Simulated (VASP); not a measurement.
# CdS (P1) in VASP: single point with PBE

Aim: the single point of CdS with PBE.

Program: VASP 6.6.1. These are calculated values, not measurements. Logs are shortened: lines on timing, memory, paths and dates and some standing lists are left out, and cuts for length are marked.

**1. The cell of the first run**

The typed cell holds 2 atoms: a = 4.125 Å, b = 4.125 Å, c = 4.125 Å, α = 60.00°, β = 60.00°, γ = 60.00°.

**2. Single point, PBE**

Input file INCAR:

```
SYSTEM = CdS
  PREC = Accurate
  ENCUT = 520
  EDIFF = 1E-6
  ISMEAR = 0
  SIGMA = 0.05
  LREAL = .FALSE.
  LASPH = .TRUE.
  NELM = 100
  ALGO = Normal
  ISIF = 2
  LWAVE = .FALSE.
  LCHARG = .FALSE.
  GGA = PE
  NBANDS = 16
```

Input file KPOINTS:

```
Automatic mesh
0
G
  8 8 8
  0 0 0
```

Input file POSCAR:

```
CdS
1.0
    0.0000000000      2.9165000000      2.9165000000
    2.9165000000      0.0000000000      2.9165000000
    2.9165000000      2.9165000000      0.0000000000
Cd S
1 1
Direct
    0.0000000000      0.0000000000      0.0000000000
    0.2519884917      0.2321360133      0.2388779367
```

Potentials or basis: VASP PAW PBE potentials, release 64 (Cd, S).

Started as:

```bash
cat potpaw_PBE.64/Cd/POTCAR potpaw_PBE.64/S/POTCAR > POTCAR
mpirun -np 1 vasp_std > vasp.out
```

OUTCAR:

```text
SYSTEM = CdS
   PREC = Accurate
   ENCUT = 520
   EDIFF = 1E-6
   ISMEAR = 0
   LREAL = .FALSE.
   LASPH = .TRUE.
   NELM = 100
   ISIF = 2
   GGA = PE

 ion  position               nearest neighbor table
   1  0.000  0.000  0.000-   2 2.44   2 2.52   2 2.56   2 2.59
   2  0.252  0.232  0.239-   1 2.44   1 2.52   1 2.56   1 2.59

  LATTYP: Found a face centered cubic cell.
 ALAT       =     5.8330000000

  Lattice vectors:

 A1 = (   0.0000000000,   2.9165000000,   2.9165000000)
 A2 = (   2.9165000000,   0.0000000000,   2.9165000000)
 A3 = (   2.9165000000,   2.9165000000,   0.0000000000)

Analysis of symmetry for initial positions (statically):
=====================================================================
 Subroutine PRICEL returns:
 Original cell was already a primitive cell.

 Routine SETGRP: Setting up the symmetry group for a
 face centered cubic supercell.

 Subroutine GETGRP returns: Found  1 space group operations
 (whereof  1 operations were pure point group operations)
 out of a pool of 48 trial point group operations.

The static configuration has the point symmetry C_1 .

Analysis of symmetry for dynamics (positions and initial velocities):
=====================================================================
 Subroutine PRICEL returns:
 Original cell was already a primitive cell.

 Routine SETGRP: Setting up the symmetry group for a
 face centered cubic supercell.

 Subroutine GETGRP returns: Found  1 space group operations
 (whereof  1 operations were pure point group operations)
 out of a pool of 48 trial point group operations.

The dynamic configuration has the point symmetry C_1 .

 Subroutine INISYM returns: Found  1 space group operations
 (whereof  1 operations are pure point group operations),
 and found     1 'primitive' translations

----------------------------------------------------------------------------------------

                                     Primitive cell

  volume of cell :      49.6153

  direct lattice vectors                    reciprocal lattice vectors
     0.000000000  2.916500000  2.916500000    -0.171438368  0.171438368  0.171438368
     2.916500000  0.000000000  2.916500000     0.171438368 -0.171438368  0.171438368
     2.916500000  2.916500000  0.000000000     0.171438368  0.171438368 -0.171438368

  length of vectors
     4.124553855  4.124553855  4.124553855     0.296939964  0.296939964  0.296939964

  position of ions in fractional coordinates (direct lattice)
     0.000000000  0.000000000  0.000000000
     0.251988492  0.232136013  0.238877937

  ion indices of the primitive-cell ions
   primitive index   ion index
                 1           1
                 2           2

----------------------------------------------------------------------------------------

 KPOINTS: Automatic mesh

Automatic generation of k-mesh.
 Grid dimensions read from file:
 generate k-points for:    8    8    8

 Generating k-lattice:

  Cartesian coordinates                     Fractional coordinates (reciprocal lattice)
    -0.021429796  0.021429796  0.021429796     0.125000000  0.000000000  0.000000000
     0.021429796 -0.021429796  0.021429796     0.000000000  0.125000000  0.000000000
     0.021429796  0.021429796 -0.021429796     0.000000000  0.000000000  0.125000000

  Length of vectors
     0.037117495  0.037117495  0.037117495

  Shift w.r.t. Gamma in fractional coordinates (k-lattice)
     0.000000000  0.000000000  0.000000000

 Subroutine IBZKPT returns following result:
 ===========================================

 Found    260 irreducible k-points:

 Following reciprocal coordinates:
            Coordinates               Weight
  0.000000  0.000000  0.000000      1.000000
  0.125000  0.000000  0.000000      2.000000
  0.000000  0.125000  0.000000      2.000000
  0.000000  0.000000  0.125000      2.000000
  0.125000  0.125000  0.125000      2.000000
  0.250000  0.000000  0.000000      2.000000
[... 16 lines left out ...]
  0.125000  0.000000  0.250000      2.000000
  0.125000  0.125000 -0.125000      2.000000
 [... further k-points ...]
   k-points           NKPTS =    260   k-points in BZ     NKDIM =    260   number of bands    NBANDS=     16
   number of dos      NEDOS =    301   number of ions     NIONS =      2
   total plane-waves  NPLWV =  32768
   dimension x,y,z NGX =    32 NGY =   32 NGZ =   32
   dimension x,y,z NGXF=    64 NGYF=   64 NGZF=   64
   ions per type =               1   1
   NGX,Y,Z   is equivalent  to a cutoff of  12.90, 12.90, 12.90 a.u.
   NGXF,Y,Z  is equivalent  to a cutoff of  25.80, 25.80, 25.80 a.u.
 SYSTEM =  CdS
   PREC   = accura    normal or accurate (medium, high low for compatibility)
   ISTART =      0    job   : 0-new  1-cont  2-samecut
   ICHARG =      2    charge: 1-file 2-atom 10-const
   ISPIN  =      1    spin polarized calculation?
   LNONCOLLINEAR =      F non collinear calculations
   LSORBIT =      F    spin-orbit coupling
   LASPH  =      T    aspherical Exc in radial PAW
   ENCUT  =  520.0 eV  38.22 Ry    6.18 a.u.   7.67  7.67  7.67*2*pi/ulx,y,z
   NELM   =    100;   NELMIN=  2; NELMDL= -5     # of ELM steps
   EDIFF  = 0.1E-05   stopping-criterion for ELM
   LREAL  =      F    real-space projection
[... 7 lines left out ...]
   TEBEG  =    0.0;   TEEND  =   0.0 temperature during run
   PSTRESS=    0.0 pullay stress
   NELECT =      18.0000    total number of electrons
   NUPDOWN=      -1.0000    fix difference up-down
   EMIN   =  10.00;   EMAX   =-10.00  energy-range for DOS
   EFERMI =   0.00;   METHOD = LEGACY
   ISMEAR =     0;   SIGMA  =   0.05  broadening in eV -4-tet -1-fermi 0-gaus
   EFERMI_NEDOS =   21; number of points for ismear=-14 and -15
   IALGO  =     38    algorithm
   IMIX   =      4    mixing-type and parameters
     AMIX     =   0.40;   BMIX     =  1.00
     AMIX_MAG =   1.60;   BMIX_MAG =  1.00
  volume/ion in A,a.u.               =      24.81       167.41
  Fermi-wavevector in a.u.,A,eV,Ry     =   1.167599  2.206442 18.548649  1.363287
  Thomas-Fermi vector in A             =   2.304097
   LORBIT       =      0    0 simple, 1 ext, 2 COOP (PROOUT), +10 PAW based schemes
   GGA     = PE    functional components
   LHFCALC =     F    Hartree Fock is set to
   AEXX    =    0.0000 exact exchange contribution
   IVDW    =     0    specifies the selected vdW correction
   LEPSILON=     F    determine dielectric tensor
   LRPA    =     F    only Hartree local field effects (RPA)
 non-spin polarized calculation
 Gauss-broadening in eV      SIGMA  =   0.05
  energy-cutoff  :      520.00
  volume of cell :       49.62
 maximum number of plane-waves:      1363
   NGX = 15   NGY = 15   NGZ = 15

 number of electron      18.0000005 magnetization

 Free energy of the ion-electron system (eV)
  ---------------------------------------------------
  ext. energy  EPLUGINS =         0.00000000
  ---------------------------------------------------
  free energy    TOTEN  =        -6.09273352 eV

  energy without entropy =       -6.09273352  energy(sigma->0) =       -6.09273352

 E-fermi :   1.5893     XC(G=0):  -9.1495

 val. band max:        1.3322578541   @ k =   0.0000   0.0000   0.0000
 cond. band min:       2.4753006805   @ k =   0.0000   0.0000   0.0000
 fundamental gap:      1.1430428265
 Fermi energy:         1.5892594999

 k-point     1 :       0.0000    0.0000    0.0000
  band No.  band energies     occupation
      1     -11.0704      2.00000
      2      -6.5007      2.00000
      3      -6.4111      2.00000
      4      -6.3657      2.00000
      5      -5.9470      2.00000
      6      -5.9447      2.00000
[... 8 lines left out ...]
     15      12.7667      0.00000
     16      12.7893      0.00000

 k-point     2 :       0.1250    0.0000    0.0000
  band No.  band energies     occupation
      1     -11.0080      2.00000
      2      -6.4737      2.00000
      3      -6.3625      2.00000
      4      -6.3430      2.00000
      5      -5.9472      2.00000
      6      -5.9464      2.00000
[... 8 lines left out ...]
     15      12.1908      0.00000
     16      13.3147      0.00000

 k-point     3 :       0.0000    0.1250    0.0000
  band No.  band energies     occupation
      1     -11.0103      2.00000
      2      -6.4786      2.00000
      3      -6.3930      2.00000
      4      -6.3141      2.00000
      5      -5.9474      2.00000
      6      -5.9435      2.00000
[... 8 lines left out ...]
     15      12.2081      0.00000
     16      13.3255      0.00000

 k-point     4 :       0.0000    0.0000    0.1250
  band No.  band energies     occupation
      1     -11.0095      2.00000
      2      -6.4770      2.00000
      3      -6.3842      2.00000
      4      -6.3223      2.00000
      5      -5.9478      2.00000
      6      -5.9439      2.00000
[... 8 lines left out ...]
     15      12.2034      0.00000
     16      13.3204      0.00000

 k-point     5 :       0.1250    0.1250    0.1250
  band No.  band energies     occupation
      1     -11.0052      2.00000
      2      -6.4501      2.00000
      3      -6.3793      2.00000
      4      -6.3395      2.00000
      5      -5.9500      2.00000
      6      -5.9483      2.00000
[... 8 lines left out ...]
     15      12.1679      0.00000
     16      13.3067      0.00000

 k-point     6 :       0.2500    0.0000    0.0000
  band No.  band energies     occupation
      1     -10.8562      2.00000
      2      -6.4076      2.00000
      3      -6.3135      2.00000
      4      -6.1701      2.00000
      5      -5.9442      2.00000
      6      -5.9372      2.00000
[... 8 lines left out ...]
     15      12.0108      0.00000
     16      12.6551      0.00000

 k-point     7 :       0.0000    0.2500    0.0000
  band No.  band energies     occupation
      1     -10.8643      2.00000
      2      -6.4279      2.00000
      3      -6.3587      2.00000
      4      -6.1284      2.00000
      5      -5.9418      2.00000
      6      -5.9322      2.00000
[... 8 lines left out ...]
     15      12.0261      0.00000
     16      12.6369      0.00000

 k-point     8 :       0.0000    0.0000    0.2500
  band No.  band energies     occupation
      1     -10.8617      2.00000
      2      -6.4218      2.00000
      3      -6.3433      2.00000
      4      -6.1421      2.00000
      5      -5.9434      2.00000
      6      -5.9327      2.00000
[... 8 lines left out ...]
     15      12.0198      0.00000
     16      12.6433      0.00000

 k-point     9 :       0.2500    0.2500    0.2500
  band No.  band energies     occupation
      1     -10.8467      2.00000
      2      -6.3270      2.00000
      3      -6.2886      2.00000
      4      -6.2366      2.00000
      5      -5.9493      2.00000
      6      -5.9480      2.00000
[... 8 lines left out ...]
     15      11.9373      0.00000
     16      12.6684      0.00000
[... 172 lines left out ...]
 k-point    19 :       0.0000    0.1250    0.1250
  band No.  band energies     occupation
      1     -10.9881      2.00000
      2      -6.4581      2.00000
      3      -6.3669      2.00000
      4      -6.3214      2.00000
      5      -5.9605      2.00000
      6      -5.9343      2.00000
[... 8 lines left out ...]
     15      12.8928      0.00000
     16      13.9577      0.00000

 k-point    20 :       0.1250    0.0000    0.1250
  band No.  band energies     occupation
      1     -10.9873      2.00000
      2      -6.4597      2.00000
      3      -6.3658      2.00000
      4      -6.3217      2.00000
      5      -5.9621      2.00000
      6      -5.9325      2.00000
[... 8 lines left out ...]
     15      12.8781      0.00000
     16      13.9543      0.00000

 k-point    21 :       0.2500    0.1250    0.0000
  band No.  band energies     occupation
      1     -10.8645      2.00000
      2      -6.3902      2.00000
      3      -6.2995      2.00000
      4      -6.2297      2.00000
      5      -5.9654      2.00000
      6      -5.9225      2.00000
[... 8 lines left out ...]
     15      12.7411      0.00000
     16      14.0120      0.00000

 k-point    22 :       0.0000    0.2500    0.1250
  band No.  band energies     occupation
      1     -10.8701      2.00000
      2      -6.4053      2.00000
      3      -6.3360      2.00000
      4      -6.1928      2.00000
      5      -5.9606      2.00000
      6      -5.9214      2.00000
[... 8 lines left out ...]
     15      12.7729      0.00000
     16      13.9968      0.00000

 k-point    23 :       0.1250    0.0000    0.2500
  band No.  band energies     occupation
      1     -10.8684      2.00000
      2      -6.4066      2.00000
      3      -6.3293      2.00000
      4      -6.2017      2.00000
      5      -5.9614      2.00000
      6      -5.9179      2.00000
[... 8 lines left out ...]
     15      12.7782      0.00000
     16      14.0181      0.00000

 k-point    24 :       0.1250    0.1250   -0.1250
  band No.  band energies     occupation
      1     -10.8706      2.00000
      2      -6.4291      2.00000
      3      -6.3138      2.00000
      4      -6.2065      2.00000
      5      -5.9574      2.00000
      6      -5.9153      2.00000
[... 8 lines left out ...]
     15      12.8127      0.00000
     16      14.0410      0.00000

 [... further k-points ...]
[... 5 lines left out ...]
  --------------------------------------------------------------------------------------
  -------------------------------------------------------------------------------------
  Total        1.0369454      1.1036757      1.0884354      0.3882576      0.6434254      0.2774393
  in kB       33.4850163     35.6398719     35.1477321     12.5376050     20.7774799      8.9590631
  external PRESSURE =      34.7575401 kB  Pullay stress =       0.0000000 kB

 VOLUME and BASIS-vectors are now :
 -----------------------------------------------------------------------------
  energy-cutoff  :      520.00
  volume of cell :       49.62
      direct lattice vectors                 reciprocal lattice vectors
     0.000000000  2.916500000  2.916500000    -0.171438368  0.171438368  0.171438368
     2.916500000  0.000000000  2.916500000     0.171438368 -0.171438368  0.171438368
     2.916500000  2.916500000  0.000000000     0.171438368  0.171438368 -0.171438368

 POSITION                                       TOTAL-FORCE (eV/Angst)
 -----------------------------------------------------------------------------------
      0.00000      0.00000      0.00000        -0.471869     -0.225860     -0.296751
      1.37371      1.43161      1.41195         0.471869      0.225860      0.296751
 -----------------------------------------------------------------------------------
    total drift:                               -0.000021      0.000047     -0.000029

  FREE ENERGIE OF THE ION-ELECTRON SYSTEM (eV)
  ---------------------------------------------------
  free  energy   TOTEN  =        -6.0927335165 eV

  energy  without entropy=       -6.0927335165  energy(sigma->0) =       -6.09273352
```

Run time: 2.2 min. Hardware: 1 thread of Intel Xeon Platinum 8375C at 2.90GHz (Ice Lake), shared host; peak memory 0.33 GiB.

Results:

| Property | Result |
| --- | --- |
| Free energy | -6.0927 eV |
| Pressure | 3.5 GPa |
| Largest force | 0.601 eV/Å |
| Band gap on the k mesh | 1.14 eV |

Forces in eV/Å, atoms in the order of the input:
```
Cd  -0.472 -0.226 -0.297
S    0.472  0.226  0.297
```

Levels at points of the mesh, in eV from the valence-band top:
| k point | band 6 | band 7 | band 8 | band 9 | band 10 | band 11 | band 12 | band 13 |
| --- | --- | --- | --- | --- | --- | --- | --- | --- |
| (0.00, 0.00, 0.00) | -7.28 | -0.07 | 0.00 | 0.00 | 1.14 | 6.51 | 6.52 | 6.60 |
| (0.50, 0.00, 0.00) | -6.90 | -4.43 | -0.90 | -0.65 | 3.01 | 6.75 | 7.26 | 7.46 |
| (0.00, 0.50, 0.00) | -6.88 | -4.29 | -0.83 | -0.62 | 2.92 | 6.73 | 7.14 | 7.40 |
| (0.00, 0.00, 0.50) | -6.88 | -4.34 | -0.86 | -0.62 | 2.95 | 6.73 | 7.20 | 7.42 |
| (0.50, 0.50, 0.50) | -6.93 | -4.60 | -0.89 | -0.78 | 3.13 | 6.98 | 7.19 | 7.54 |
| (0.50, 0.50, 0.00) | -6.83 | -3.97 | -1.89 | -1.88 | 3.52 | 4.34 | 9.21 | 10.70 |
| (0.00, 0.50, 0.50) | -6.83 | -3.96 | -1.90 | -1.88 | 3.50 | 4.36 | 9.21 | 10.64 |
| (0.50, 0.00, 0.50) | -6.83 | -3.98 | -1.90 | -1.87 | 3.52 | 4.33 | 9.21 | 10.72 |

Caveat: the cell stands under pressure.
